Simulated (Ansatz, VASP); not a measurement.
## One calculation of BeCd2S3, two programs

```
Be Cd S
1.0
     4.49432    0.00000    0.00000
    -2.24716    3.89220    0.00000
     0.00000    0.00000    7.26471
Be Cd S
1 2 3
Direct
  0.00000 0.00000 0.00000
  0.33333 0.66667 0.25817
  0.66667 0.33333 0.74183
  0.00000 0.00000 0.50000
  0.66667 0.33333 0.35546
  0.33333 0.66667 0.64454
```

Change from the starting cell: species swapped into the Li3NdAs2 type (P-3m1, No. 164).

Alike in both runs: task single point; functional PBE; k mesh 6 × 6 × 4; occupations gaussian, width 0.1 eV; no spin polarisation.

|  | VASP | Ansatz |
| --- | --- | --- |
| version | VASP 6.6.1 | Ansatz 0.2.0 |
| potentials or method | VASP PAW PBE potentials, release 64 (Be, Cd, S), cutoff 520 eV | scalar-relativistic, plane waves, PAW |
| valence electrons in the cell | 44 | 60 |

|  | VASP | Ansatz | Ansatz less VASP |
| --- | --- | --- | --- |
| gap on the k mesh at the Fermi level (eV) | none | none | - |
| pressure (GPa) | 0.1 | -0.1 | -0.19 |
| traceless stress, the component that is largest in VASP (GPa) | 1.34 | 1.38 | +0.035 |
| rms of the force components (eV/Å) | 0.517 | 0.514 | -0.0033 |

Atom by atom the forces differ by 0.013 eV/Å (rms over components). A gap of «none» marks a metal or a gap that the smearing closes. The functional is the same, so the differences come from potentials, cutoffs and numerics. VASP's potentials hold 44 valence electrons a cell and Ansatz's 60, so a difference there can come from the potentials and not from the codes.
